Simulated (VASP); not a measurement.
Here is a VASP 6.6.1 calculation.

Contents of INCAR:

```
PREC = Accurate
ENCUT = 400
EDIFF = 1E-6
ISMEAR = -1
SIGMA = 0.05
LREAL = False
LASPH = True
NELM = 200
ALGO = Normal
ISIF = 2
LWAVE = False
LCHARG = False
ISPIN = 2
MAGMOM = 0.235 0.235 0.235 0.235 0.235 0.235 0.235 0.235 0.235 0.235 0.235 0.235 0.235 0.235 0.235 0.235 0.235
LORBIT = 11
GGA = PS
NBANDS = 90
GGA_COMPAT = False
```

File KPOINTS:

```
Automatic mesh
0
Gamma
  2 2 2
  0.5 0.5 0.5
```

Contents of POSCAR:

```
Ga8SiP7H
1.0
    7.6669220000      0.0000000000      0.0000000000
   -0.0000010000      6.6397500000      0.0000000000
    0.0000000000      0.0000000000      6.3158210000
Ga P Si H
8 7 1 1
Direct
    0.9939430000      0.3310420000      0.0056190000
    0.4992040000      0.3373870000      0.0013230000
    0.2485260000      0.8309080000      0.9998850000
    0.7499580000      0.8303670000      0.0001020000
    0.2187920000      0.1499700000      0.5194000000
    0.0036150000      0.6663290000      0.4985380000
    0.7509830000      0.1627400000      0.4892320000
    0.4966780000      0.6642980000      0.4980160000
    0.9920730000      0.3298560000      0.3782700000
    0.2497040000      0.8389710000      0.3754550000
    0.7513340000      0.8336230000      0.3736410000
    0.2534190000      0.1664710000      0.8725490000
    0.0016870000      0.6692380000      0.8745170000
    0.7498390000      0.1672640000      0.8777660000
    0.4997100000      0.6647270000      0.8771280000
    0.5249910000      0.3509640000      0.3643240000
    0.3695050000      0.2537610000      0.4401280000
```

Potentials or basis: VASP PAW PBE potentials, release 64 (Ga_d, P, Si, H).

Launch:

```console
$ cat potpaw_PBE.64/Ga_d/POTCAR potpaw_PBE.64/P/POTCAR potpaw_PBE.64/Si/POTCAR potpaw_PBE.64/H/POTCAR > POTCAR
$ mpirun -np 1 vasp_std > vasp.out
```

(1) Predict the largest force.

(2) What does it give for the net moment?

Results:

(1) 3.058 eV/Å.

(2) 0.00 μB per cell.

Caveat: the PAW data sets were made with another functional, which shifts forces and pressure a little.
